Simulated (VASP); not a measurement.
# C (P6_3/mmc) in VASP: a series of runs, part 2 of 2

VASP 6.6.1.

## 5. Single point, r2SCAN+D3(BJ) (9.05 Å³/atom)

This run uses another cell than the first one, of 9.05 Å³/atom.

POSCAR reads:

```
C
1.0
    2.4573283264      0.0000000000      0.0000000000
   -1.2286641632      2.1281087561      0.0000000000
    0.0000000000      0.0000000000      6.9217376338
C
4
Direct
    0.0000000000      0.0000000000      0.2500000000
    0.0000000000      0.0000000000      0.7500000000
    0.3333333333      0.6666666667      0.2500000000
    0.6666666667      0.3333333333      0.7500000000
```

INCAR.step1 reads:

```
ALGO = Normal
EDIFF = 1E-4
ENCUT = 520
GGA = PE
ISMEAR = 0
LASPH = True
LCHARG = False
LREAL = False
LWAVE = True
NBANDS = 16
NELM = 100
PREC = Accurate
SIGMA = 0.1
```

INCAR.step2 reads:

```
ALGO = Normal
EDIFF = 1E-7
ENCUT = 520
ISIF = 2
ISMEAR = 0
ISTART = 1
IVDW = 12
LASPH = True
LCHARG = False
LMIXTAU = True
LREAL = False
LWAVE = False
METAGGA = R2SCAN
NBANDS = 16
NELM = 100
PREC = Accurate
SIGMA = 0.1
VDW_A1 = 0.49484001
VDW_A2 = 5.73083694
VDW_S6 = 1.0
VDW_S8 = 0.78981345
```

KPOINTS reads:

```
k-points
0
Gamma
  21 21 6
```

Potentials or basis: VASP PAW PBE potentials, release 64 (C).

Run with:

```bash
$ cat potpaw_PBE.64/C/POTCAR > POTCAR
$ cp INCAR.step1 INCAR
$ mpirun -np 1 vasp_std > vasp.out
$ cp INCAR.step2 INCAR
$ mpirun -np 1 vasp_std > vasp.out
```

OUTCAR:

```text
EDIFF = 1E-7
   ENCUT = 520
   ISIF = 2
   ISMEAR = 0
   ISTART = 1
   IVDW = 12
   LASPH = True
   LREAL = False
   METAGGA = R2SCAN
   NELM = 100
   PREC = Accurate
 IVDW          = 12

 ion  position               nearest neighbor table
   1  0.000  0.000  0.250-   3 1.42   3 1.42   3 1.42
   2  0.000  0.000  0.750-   4 1.42   4 1.42   4 1.42
   3  0.333  0.667  0.250-   1 1.42   1 1.42   1 1.42
   4  0.667  0.333  0.750-   2 1.42   2 1.42   2 1.42

  LATTYP: Found a hexagonal cell.
 ALAT       =     2.4573283264
 C/A-ratio  =     2.8167736315

  Lattice vectors:

 A1 = (   2.4573283264,   0.0000000000,   0.0000000000)
 A2 = (  -1.2286641632,   2.1281087561,   0.0000000000)
 A3 = (   0.0000000000,   0.0000000000,   6.9217376338)

Analysis of symmetry for initial positions (statically):
=====================================================================
 Subroutine PRICEL returns:
 Original cell was already a primitive cell.

 Routine SETGRP: Setting up the symmetry group for a
 hexagonal supercell.

 Subroutine GETGRP returns: Found 24 space group operations
 (whereof 12 operations were pure point group operations)
 out of a pool of 24 trial point group operations.

The static configuration has the point symmetry D_3d.
 The point group associated with its full space group is D_6h.

Analysis of symmetry for dynamics (positions and initial velocities):
=====================================================================
 Subroutine PRICEL returns:
 Original cell was already a primitive cell.

 Routine SETGRP: Setting up the symmetry group for a
 hexagonal supercell.

 Subroutine GETGRP returns: Found 24 space group operations
 (whereof 12 operations were pure point group operations)
 out of a pool of 24 trial point group operations.

The dynamic configuration has the point symmetry D_3d.
 The point group associated with its full space group is D_6h.

 Subroutine INISYM returns: Found 24 space group operations
 (whereof 12 operations are pure point group operations),
 and found     1 'primitive' translations

----------------------------------------------------------------------------------------

                                     Primitive cell

  volume of cell :      36.1970

  direct lattice vectors                    reciprocal lattice vectors
     2.457328326  0.000000000  0.000000000     0.406946027  0.234950398  0.000000000
    -1.228664163  2.128108756  0.000000000     0.000000000  0.469900797  0.000000000
     0.000000000  0.000000000  6.921737634     0.000000000  0.000000000  0.144472393

  length of vectors
     2.457328326  2.457328326  6.921737634     0.469900797  0.469900797  0.144472393

  position of ions in fractional coordinates (direct lattice)
     0.000000000  0.000000000  0.250000000
     0.000000000  0.000000000  0.750000000
     0.333333333  0.666666667  0.250000000
     0.666666667  0.333333333  0.750000000

  ion indices of the primitive-cell ions
   primitive index   ion index
                 1           1
                 2           2
                 3           3
                 4           4

----------------------------------------------------------------------------------------

 KPOINTS: k-points

Automatic generation of k-mesh.
[... 24 lines left out ...]
  0.047619  0.000000  0.000000      6.000000
  0.095238 -0.000000  0.000000      6.000000
  0.142857  0.000000  0.000000      6.000000
  0.190476 -0.000000  0.000000      6.000000
  0.238095  0.000000  0.000000      6.000000
[... 16 lines left out ...]
  0.142857  0.095238  0.000000     12.000000
  0.190476  0.095238  0.000000     12.000000
 [... further k-points ...]
   k-points           NKPTS =    192   k-points in BZ     NKDIM =    192   number of bands    NBANDS=     16
   number of dos      NEDOS =    301   number of ions     NIONS =      4
   total plane-waves  NPLWV =  17496
   dimension x,y,z NGX =    18 NGY =   18 NGZ =   54
   dimension x,y,z NGXF=    36 NGYF=   36 NGZF=  108
   ions per type =               4
   NGX,Y,Z   is equivalent  to a cutoff of  12.18, 12.18, 12.97 a.u.
   NGXF,Y,Z  is equivalent  to a cutoff of  24.36, 24.36, 25.94 a.u.
 SYSTEM =  unknown system
   PREC   = accura    normal or accurate (medium, high low for compatibility)
   ISTART =      1    job   : 0-new  1-cont  2-samecut
   ICHARG =      0    charge: 1-file 2-atom 10-const
   ISPIN  =      1    spin polarized calculation?
   LNONCOLLINEAR =      F non collinear calculations
   LSORBIT =      F    spin-orbit coupling
   LASPH  =      T    aspherical Exc in radial PAW
   ENCUT  =  520.0 eV  38.22 Ry    6.18 a.u.   4.57  4.57 12.87*2*pi/ulx,y,z
   NELM   =    100;   NELMIN=  2; NELMDL=  0     # of ELM steps
   EDIFF  = 0.1E-06   stopping-criterion for ELM
   LREAL  =      F    real-space projection
   EDIFFG = 0.1E-05   stopping-criterion for IOM
   NSW    =      0    number of steps for IOM
   IBRION =     -1    ionic relax: 0-MD 1-quasi-New 2-CG
   NFREE  =      0    steps in history (QN), initial steepest desc. (CG)
   ISIF   =      2    stress and relaxation
   ISYM   =      2    0-nonsym 1-usesym 2-fastsym
   POTIM  = 0.5000    time-step for ionic-motion
   TEBEG  =    0.0;   TEEND  =   0.0 temperature during run
   PSTRESS=    0.0 pullay stress
   NELECT =      16.0000    total number of electrons
   NUPDOWN=      -1.0000    fix difference up-down
   EMIN   =  10.00;   EMAX   =-10.00  energy-range for DOS
   EFERMI =   0.00;   METHOD = LEGACY
   ISMEAR =     0;   SIGMA  =   0.10  broadening in eV -4-tet -1-fermi 0-gaus
   EFERMI_NEDOS =   21; number of points for ismear=-14 and -15
   IALGO  =     38    algorithm
   IMIX   =      4    mixing-type and parameters
     AMIX     =   0.40;   BMIX     =  1.00
     AMIX_MAG =   1.60;   BMIX_MAG =  1.00
  volume/ion in A,a.u.               =       9.05        61.07
  Fermi-wavevector in a.u.,A,eV,Ry     =   1.247070  2.356620 21.159552  1.555183
  Thomas-Fermi vector in A             =   2.381219
   LORBIT       =      0    0 simple, 1 ext, 2 COOP (PROOUT), +10 PAW based schemes
   METAGGA = R2SCAN    functional components
   LHFCALC =     F    Hartree Fock is set to
   AEXX    =    0.0000 exact exchange contribution
   IVDW    =    12    specifies the selected vdW correction
   LEPSILON=     F    determine dielectric tensor
   LRPA    =     F    only Hartree local field effects (RPA)
 non-spin polarized calculation
 Gauss-broadening in eV      SIGMA  =   0.10
  energy-cutoff  :      520.00
  volume of cell :       36.20
 maximum number of plane-waves:       994
   NGX =  9   NGY =  9   NGZ = 25

 number of electron      15.9999996 magnetization

 Free energy of the ion-electron system (eV)
  ---------------------------------------------------
  ext. energy  EPLUGINS =         0.00000000
  ---------------------------------------------------
  free energy    TOTEN  =       -39.75137158 eV

  energy without entropy =      -39.75077858  energy(sigma->0) =      -39.75107508

 E-fermi :   4.4041     XC(G=0): -10.9181

 val. band max:        4.3970380346   @ k =   0.3333   0.3333   0.1667
 cond. band min:       4.4091554728   @ k =   0.3333   0.3333   0.3333
 fundamental gap:      0.0121174382
 Fermi energy:         4.4040655741

 k-point     1 :       0.0000    0.0000    0.0000
  band No.  band energies     occupation
      1     -16.5273      2.00000
      2     -16.2950      2.00000
      3      -4.4999      2.00000
      4      -2.7810      2.00000
      5       1.1991      2.00000
      6       1.1991      2.00000
[... 433 lines left out ...]
      3      -3.2744      2.00000
      4      -3.2126      2.00000
      5      -2.5898      2.00000
      6      -1.4619      2.00000
[... 8 lines left out ...]
     15      16.9588      0.00000
     16      17.1545      0.00000

 [... further k-points ...]

------------------------ aborting loop because EDIFF is reached ----------------------------------------

 Edisp (eV)   -0.29555

 E8    (eV) :    -0.0617

  FORCE on cell =-STRESS in cart. coord.  units (eV):
  Direction    XX          YY          ZZ          XY          YZ          ZX
  --------------------------------------------------------------------------------------
  -------------------------------------------------------------------------------------
  Total       0.03326     0.03326    -0.22879     0.00000     0.00000     0.00000
  in kB       1.47226     1.47226   -10.12696     0.00000     0.00000     0.00000
  external pressure =       -2.39 kB  Pullay stress =        0.00 kB

 VOLUME and BASIS-vectors are now :
 -----------------------------------------------------------------------------
  energy-cutoff  :      520.00
  volume of cell :       36.20
      direct lattice vectors                 reciprocal lattice vectors
     2.457328326  0.000000000  0.000000000     0.406946027  0.234950398  0.000000000
    -1.228664163  2.128108756  0.000000000     0.000000000  0.469900797  0.000000000
     0.000000000  0.000000000  6.921737634     0.000000000  0.000000000  0.144472393

 POSITION                                       TOTAL-FORCE (eV/Angst)
 -----------------------------------------------------------------------------------
      0.00000      0.00000      1.73043        -0.000000      0.000000     -0.000000
      0.00000      0.00000      5.19130         0.000000      0.000000     -0.000000
     -0.00000      1.41874      1.73043        -0.000000      0.000000      0.000000
      1.22866      0.70937      5.19130         0.000000      0.000000     -0.000000
 -----------------------------------------------------------------------------------
    total drift:                                0.000000     -0.000000      0.000000

  FREE ENERGIE OF THE ION-ELECTRON SYSTEM (eV)
  ---------------------------------------------------
  free  energy   TOTEN  =       -40.0469194911 eV

  energy  without entropy=      -40.0463264858  energy(sigma->0) =      -40.04662299
```

Wall time 3.2 min (1 thread of AMD EPYC 9R45 (Zen 5), shared host); peak memory 0.18 GiB.

What came out:

```
Free energy                : -40.0469 eV
Pressure                   : -0.2 GPa
Band gap on the k mesh     : zero (bands 8 and 9 overlap by 0.02 eV)
Dispersion energy per atom : -0.074 eV
```

Stress tensor (GPa, compression positive):
```
 0.15  0.00  0.00
 0.00  0.15  0.00
 0.00  0.00 -1.01
```

Caveat: the PAW data sets were made with another functional, which shifts forces and pressure a little.

## 6. The runs side by side

| cell | gap on the mesh (eV) | pressure (GPa) |
| --- | --- | --- |
| a = 2.453, b = 2.453, c = 6.542 Å, angles 90.0, 90.0, 120.0°, 4 atoms | none | 2.0 |
| a = 2.455, b = 2.455, c = 6.730 Å, angles 90.0, 90.0, 120.0°, 4 atoms | none | 0.7 |
| a = 2.457, b = 2.457, c = 6.922 Å, angles 90.0, 90.0, 120.0°, 4 atoms | none | -0.2 |

Alike in all rows: task single point; level r2SCAN+D3(BJ); potentials or basis VASP PAW PBE potentials, release 64 (C); no spin polarisation; k mesh 21 × 21 × 6; cutoff (eV) 520; smearing gaussian 0.1 eV.

Caveats: the PAW data sets were made with another functional, which shifts forces and pressure a little.

Total energies depend on the potentials used, so only differences within one code and one set of settings carry meaning.
